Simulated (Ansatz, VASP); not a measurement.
# NaH: VASP beside Ansatz

INCAR

```
PREC = Accurate
ENCUT = 520
EDIFF = 1E-6
ISMEAR = 0
SIGMA = 0.1
LREAL = False
LASPH = True
NELM = 80
ALGO = Normal
ISIF = 2
LWAVE = False
LCHARG = True
GGA = PE
LELF = True
LVHAR = True
NBANDS = 11
```

KPOINTS

```
regular mesh
0
Gamma
  9 9 4
```

POSCAR

```
NaH
1.0
    2.7146067700      0.0000000000      0.0000000000
   -1.3573033800      2.3509184200      0.0000000000
    0.0000000000      0.0000000000      4.6346619200
Na H
1 1
Direct
    0.0000000000      0.0000000000      0.5000000000
    0.0000000000      0.0000000000      0.0000000000
```

Input for Ansatz:

```yaml
crystal:
  lattice:
    - [2.71460677, 0.0, 0.0]
    - [-1.35730338, 2.35091842, 0.0]
    - [0.0, 0.0, 4.63466192]
  atoms:
    - { symbol: Na, position: [0.0, 0.0, 0.5] }
    - { symbol: H, position: [0.0, 0.0, 0.0] }
basis:
  ecutwfc: 420
kpoints:
  mp_grid: { grid: [9, 9, 4] }
hamiltonian:
  xc: pbe
scf:
  occupations: { method: gaussian, width: 0.1 }
  lower_state_search: "off"
output:
  forces: true
  stress: true
  eigenvalues: true
```

Alike in both runs: task single point; functional PBE; k mesh 9 × 9 × 4; occupations gaussian, width 0.1 eV; no spin polarisation.

```csv
,VASP,Ansatz
version,VASP 6.6.1,Ansatz 0.2.0
potentials or method,"VASP PAW PBE potentials, release 64 (Na_pv, H), cutoff 520 eV","scalar-relativistic, plane waves, PAW"
valence electrons in the cell,8,10
```

Ansatz gave:

- gap on the k mesh at the Fermi level (eV): none
- pressure (GPa): 5.1
- traceless stress, the component that is largest in VASP (GPa): -23.55

Problem. Estimate VASP's values.

Solution. gap on the k mesh at the Fermi level (eV): none; pressure (GPa): 5.1; traceless stress, the component that is largest in VASP (GPa): -23.54.

A gap of «none» marks a metal or a gap that the smearing closes. VASP's potentials hold 8 valence electrons a cell and Ansatz's 10, so a difference there can come from the potentials and not from the codes.
